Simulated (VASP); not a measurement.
# TiAl3 (P4/mmm) in VASP: a series of runs

Runs on TiAl3. Level: LDA. Tasks: single point.

All numbers are computed with VASP 6.6.1; they aren't measurements. Logs are shortened: lines on timing, memory, paths and dates and some standing lists are left out, and cuts for length are marked.

## (1) The cell of the first run

It takes space group P4/mmm (No. 123, tetragonal). The conventional cell has a = 5.530 Å, b = 5.530 Å, c = 3.911 Å, α = 90.00°, β = 90.00°, γ = 90.00°. Within 3.6 Å of Ti (site symmetry mmm) lie 12 Al at 2.77 Å. Within 3.6 Å of Al (site symmetry m2m) lie 8 Al at 2.71 to 2.82 Å and 4 Ti at 2.77 Å. Within 3.6 Å of Al (site symmetry 4/mmm) lie 8 Al at 2.74 Å and 4 Ti at 2.77 Å. Within 3.6 Å of Al (site symmetry 4/mmm) lie 4 Ti at 2.77 Å and 8 Al at 2.79 Å.

## (2) Single point, LDA (atoms displaced along a vibrational mode)

INCAR reads:

```
SYSTEM = TiAl3
PREC = Accurate ; ENCUT = 520
EDIFF = 1E-6 ; ISMEAR = 0
SIGMA = 0.15 ; LREAL = .False.
LASPH = .True. ; NELM = 80
ALGO = Fast ; ISIF = 2
LWAVE = .False. ; LCHARG = .False.
NBANDS = 31
```

KPOINTS reads:

```
regular mesh
0
Gamma
  10 8 8
  0 0 0
```

POSCAR reads:

```
TiAl3
1.0
   -3.9105245017      0.0000000000      0.0000000000
    0.0000000000      3.9105245017      3.9105245017
    0.0000000000      3.9105245017     -3.9105245017
Ti Al
2 6
Direct
    0.0000000000      0.5000000000      0.5000000000
    0.0000000000      0.0000000000      0.0000000000
    0.5000000000      0.7453970369      0.7546029631
    0.5000000000      0.2546029631      0.2453970369
    0.5000000000      0.7453970369      0.2453970369
    0.5000000000      0.2546029631      0.7546029631
    0.0000000000      0.5000000000      0.0000000000
    0.0000000000      0.0000000000      0.5000000000
```

Potentials or basis: VASP PAW LDA potentials, release 64 (Ti_sv, Al).

The run is started by

```
$ cat potpaw_LDA.64/Ti_sv/POTCAR potpaw_LDA.64/Al/POTCAR > POTCAR
$ mpirun -np 1 vasp_std > vasp.out
```

OUTCAR:

```text
SYSTEM = TiAl3
   PREC = Accurate
   ENCUT = 520
   EDIFF = 1E-6
   ISMEAR = 0
   LREAL = .False.
   LASPH = .True.
   NELM = 80
   ISIF = 2

 ion  position               nearest neighbor table
   1  0.000  0.500  0.500-   7 2.77   8 2.77   7 2.77   8 2.77   3 2.77   4 2.77   5 2.77   6 2.77
                             3 2.77   4 2.77   5 2.77   6 2.77
   2  0.000  0.000  0.000-   7 2.77   8 2.77   8 2.77   7 2.77   3 2.77   4 2.77   5 2.77   6 2.77
                             3 2.77   4 2.77   5 2.77   6 2.77
   3  0.500  0.745  0.755-   5 2.71   6 2.71   7 2.74   7 2.74   1 2.77   1 2.77   2 2.77   2 2.77
                             8 2.79   8 2.79   6 2.82   5 2.82
   4  0.500  0.255  0.245-   5 2.71   6 2.71   7 2.74   7 2.74   1 2.77   1 2.77   2 2.77   2 2.77
                             8 2.79   8 2.79   6 2.82   5 2.82
   5  0.500  0.745  0.245-   3 2.71   4 2.71   7 2.74   7 2.74   1 2.77   1 2.77   2 2.77   2 2.77
                             8 2.79   8 2.79   4 2.82   3 2.82
   6  0.500  0.255  0.755-   3 2.71   4 2.71   7 2.74   7 2.74   1 2.77   1 2.77   2 2.77   2 2.77
                             8 2.79   8 2.79   4 2.82   3 2.82
   7  0.000  0.500  0.000-   3 2.74   4 2.74   5 2.74   6 2.74   3 2.74   4 2.74   5 2.74   6 2.74
                             1 2.77   2 2.77   1 2.77   2 2.77
   8  0.000  0.000  0.500-   1 2.77   2 2.77   2 2.77   1 2.77   5 2.79   6 2.79   3 2.79   4 2.79
                             3 2.79   4 2.79   5 2.79   6 2.79

  LATTYP: Found a simple tetragonal cell.
 ALAT       =     5.5303167863
 C/A-ratio  =     0.7071067812

  Lattice vectors:

 A1 = (   0.0000000000,   3.9105245017,   3.9105245017)
 A2 = (   0.0000000000,   3.9105245017,  -3.9105245017)
 A3 = (  -3.9105245017,   0.0000000000,   0.0000000000)

Analysis of symmetry for initial positions (statically):
=====================================================================
 Subroutine PRICEL returns:
 Original cell was already a primitive cell.

 Routine SETGRP: Setting up the symmetry group for a
 simple tetragonal supercell.

 Subroutine GETGRP returns: Found 16 space group operations
 (whereof  8 operations were pure point group operations)
 out of a pool of 16 trial point group operations.

The static configuration has the point symmetry D_2h.
 The point group associated with its full space group is D_4h.

Analysis of symmetry for dynamics (positions and initial velocities):
=====================================================================
 Subroutine PRICEL returns:
 Original cell was already a primitive cell.

 Routine SETGRP: Setting up the symmetry group for a
 simple tetragonal supercell.

[... 126 lines left out ...]
   TEBEG  =    0.0;   TEEND  =   0.0 temperature during run
   PSTRESS=    0.0 pullay stress
   NELECT =      42.0000    total number of electrons
   NUPDOWN=      -1.0000    fix difference up-down
   EMIN   =  10.00;   EMAX   =-10.00  energy-range for DOS
   EFERMI =   0.00;   METHOD = LEGACY
   ISMEAR =     0;   SIGMA  =   0.15  broadening in eV -4-tet -1-fermi 0-gaus
   EFERMI_NEDOS =   21; number of points for ismear=-14 and -15
   IALGO  =     68    algorithm
   IMIX   =      4    mixing-type and parameters
     AMIX     =   0.40;   BMIX     =  1.00
     AMIX_MAG =   1.60;   BMIX_MAG =  1.00
  volume/ion in A,a.u.               =      14.95       100.89
  Fermi-wavevector in a.u.,A,eV,Ry     =   1.154994  2.182621 18.150311  1.334010
  Thomas-Fermi vector in A             =   2.291626
   LORBIT       =      0    0 simple, 1 ext, 2 COOP (PROOUT), +10 PAW based schemes
   GGA     = CA    functional components
   LHFCALC =     F    Hartree Fock is set to
   AEXX    =    0.0000 exact exchange contribution
   IVDW    =     0    specifies the selected vdW correction
   LEPSILON=     F    determine dielectric tensor
   LRPA    =     F    only Hartree local field effects (RPA)
 non-spin polarized calculation
 RMM-DIIS sequential band-by-band and
 Gauss-broadening in eV      SIGMA  =   0.15
  energy-cutoff  :      520.00
  volume of cell :      119.60
 maximum number of plane-waves:      3262
 NGX is ok and might be reduce to    30
   NGX = 15   NGY = 21   NGZ = 21

 number of electron      41.9999990 magnetization

 Free energy of the ion-electron system (eV)
  ---------------------------------------------------
  ext. energy  EPLUGINS =         0.00000000
  ---------------------------------------------------
  free energy    TOTEN  =       -45.40135440 eV

  energy without entropy =      -45.35159761  energy(sigma->0) =      -45.37647600

 E-fermi :   9.2700     XC(G=0): -11.1649

 val. band max:        9.2678593823   @ k =   0.1000   0.3750   0.3750
 cond. band min:       9.2716064963   @ k =   0.3000   0.3750   0.2500
 fundamental gap:      0.0037471140
 Fermi energy:         9.2700218417

 k-point     1 :       0.0000    0.0000    0.0000
  band No.  band energies     occupation
      1     -46.9112      2.00000
      2     -46.9091      2.00000
      3     -23.6322      2.00000
      4     -23.6322      2.00000
      5     -23.6133      2.00000
      6     -23.6104      2.00000
[... 805 lines left out ...]
     30      12.1421      0.00000
     31      12.8026      0.00000

 [... further k-points ...]

------------------------ aborting loop because EDIFF is reached ----------------------------------------

  FORCE on cell =-STRESS in cart. coord.  units (eV):
  Direction    XX          YY          ZZ          XY          YZ          ZX
  --------------------------------------------------------------------------------------
  -------------------------------------------------------------------------------------
  Total        0.1284812      0.3108542      0.3108542      0.0000000      0.0000000      0.0000000
  in kB        1.7211356      4.1642070      4.1642070      0.0000000      0.0000000      0.0000000
  external PRESSURE =       3.3498499 kB  Pullay stress =       0.0000000 kB

 VOLUME and BASIS-vectors are now :
 -----------------------------------------------------------------------------
  energy-cutoff  :      520.00
  volume of cell :      119.60
      direct lattice vectors                 reciprocal lattice vectors
    -3.910524502  0.000000000  0.000000000    -0.255720172  0.000000000  0.000000000
     0.000000000  3.910524502  3.910524502     0.000000000  0.127860086  0.127860086
     0.000000000  3.910524502 -3.910524502     0.000000000  0.127860086 -0.127860086

 POSITION                                       TOTAL-FORCE (eV/Angst)
 -----------------------------------------------------------------------------------
      0.00000      3.91052      0.00000         0.000000     -0.000000      0.000000
      0.00000      0.00000      0.00000         0.000000     -0.000000      0.000000
     -1.95526      5.86579     -0.03600         0.000000     -0.000000      0.336409
     -1.95526      1.95526      0.03600         0.000000     -0.000000     -0.336409
     -1.95526      3.87452      1.95526         0.000000      0.336409      0.000000
     -1.95526      3.94652     -1.95526        -0.000000     -0.336409      0.000000
      0.00000      1.95526      1.95526         0.000000     -0.000000      0.000000
      0.00000      1.95526     -1.95526         0.000000     -0.000000      0.000000
 -----------------------------------------------------------------------------------
    total drift:                               -0.000000      0.000000     -0.000000

  FREE ENERGIE OF THE ION-ELECTRON SYSTEM (eV)
  ---------------------------------------------------
  free  energy   TOTEN  =       -45.4013543987 eV

  energy  without entropy=      -45.3515976071  energy(sigma->0) =      -45.37647600
```

OSZICAR:

```text
N       E                     dE             d eps       ncg     rms          rms(c)
DAV:   1     0.336511887202E+03    0.33651E+03   -0.18377E+04  5588   0.131E+03
DAV:   2    -0.138147644692E+02   -0.35033E+03   -0.34029E+03  5650   0.369E+02
DAV:   3    -0.467313308586E+02   -0.32917E+02   -0.32048E+02  9341   0.997E+01
[... 27 lines left out ...]
RMM:  31    -0.454013570388E+02    0.59097E-05   -0.32762E-05  8277   0.289E-02    0.551E-02
RMM:  32    -0.454013538807E+02    0.31581E-05   -0.22439E-05  8264   0.283E-02    0.289E-02
RMM:  33    -0.454013542737E+02   -0.39303E-06   -0.13256E-05  5927   0.131E-02    0.245E-02
RMM:  34    -0.454013540663E+02    0.20743E-06   -0.11746E-05  7039   0.165E-02    0.137E-02
RMM:  35    -0.454013543987E+02   -0.33243E-06   -0.84611E-06  5335   0.119E-02
   1 F= -.45401354E+02 E0= -.45376476E+02  d E =-.497568E-01
```

Run time: 26 min. Hardware: 1 thread of Intel Xeon 8259CL, shared host; peak memory 0.38 GiB.

Results:

```
Free energy            : -45.4014 eV
Pressure               : 0.3 GPa
Largest force          : 0.336 eV/Å
Band gap on the k mesh : zero (bands 21 and 22 overlap by 1.10 eV)
```

Forces in eV/Å, atoms in the order of the input:
```
Ti   0.000  0.000  0.000
Ti   0.000  0.000  0.000
Al   0.000  0.000  0.336
Al   0.000  0.000 -0.336
Al   0.000  0.336  0.000
Al   0.000 -0.336  0.000
Al   0.000  0.000  0.000
Al   0.000  0.000  0.000
```

Caveat: the cell differs from its parent crystal (atoms displaced along a vibrational mode).

## (3) Single point, LDA (atoms displaced along a vibrational mode)

INCAR reads:

```
PREC     = Accurate       # precision mode
ENCUT    = 520            # plane-wave cutoff, eV
EDIFF    = 1E-6           # SCF threshold, eV
ISMEAR   = 0              # smearing method
SIGMA    = 0.15           # smearing width, eV
LREAL    = False          # projectors in reciprocal space
LASPH    = True           # aspherical terms in the spheres
NELM     = 60             # most SCF steps
ALGO     = Fast           # electronic algorithm
ISIF     = 2              # what is computed and relaxed
LWAVE    = False          # write WAVECAR
LCHARG   = False          # write CHGCAR
NBANDS   = 31             # bands
```

KPOINTS reads:

```
regular mesh
0
Gamma
  10 8 8
```

POSCAR reads:

```
TiAl3
1.0
   -3.9105245017      0.0000000000      0.0000000000
    0.0000000000      3.9105245017      3.9105245017
    0.0000000000      3.9105245017     -3.9105245017
Ti Al
2 6
Direct
    0.0000000000      0.5000000000      0.5000000000
    0.0000000000      0.0000000000      0.0000000000
    0.5000000000      0.7361911107      0.7638088893
    0.5000000000      0.2638088893      0.2361911107
    0.5000000000      0.7361911107      0.2361911107
    0.5000000000      0.2638088893      0.7638088893
    0.0000000000      0.5000000000      0.0000000000
    0.0000000000      0.0000000000      0.5000000000
```

Potentials or basis: VASP PAW LDA potentials, release 64 (Ti_sv, Al).

The run is started by

```
$ cat potpaw_LDA.64/Ti_sv/POTCAR potpaw_LDA.64/Al/POTCAR > POTCAR
$ mpirun -np 1 vasp_std > vasp.out
```

Wall time 24 min (1 thread of Intel Xeon 8259CL, shared host); peak memory 0.38 GiB.

It converged, with:

```
Free energy            : -45.2071 eV
Pressure               : 1.1 GPa
Largest force          : 1.019 eV/Å
Band gap on the k mesh : zero (bands 21 and 22 overlap by 0.86 eV)
```

Forces in eV/Å, atoms in the order of the input:
```
Ti   0.000  0.000  0.000
Ti   0.000  0.000  0.000
Al   0.000  0.000  1.019
Al   0.000  0.000 -1.019
Al   0.000  1.019  0.000
Al   0.000 -1.019  0.000
Al   0.000  0.000  0.000
Al   0.000  0.000  0.000
```

Stress tensor (GPa, compression positive):
```
0.56 0.00 0.00
0.00 1.38 0.00
0.00 0.00 1.38
```

Levels at points of the mesh, in eV from the Fermi level:
```
           k point  band 19  band 20  band 21  band 22  band 23  band 24
(0.00, 0.00, 0.00)    -1.30    -1.30     0.16     0.17     0.17     0.20
(0.50, 0.00, 0.00)    -2.27    -2.25     0.22     0.51     0.83     0.83
(0.00, 0.50, 0.00)    -0.80    -0.63    -0.50    -0.08     0.15     0.41
(0.50, 0.50, 0.00)    -2.55    -2.30    -0.82    -0.25     1.05     1.07
(0.00, 0.50, 0.50)     0.33     0.36     0.51     0.56     0.81     0.81
(0.50, 0.50, 0.50)    -1.28    -1.04     0.27     0.91     0.91     1.01
```

Caveat: the cell differs from its parent crystal (atoms displaced along a vibrational mode); forces of over 1 eV/Å act on the atoms, so gaps and moduli don't describe the material at rest.
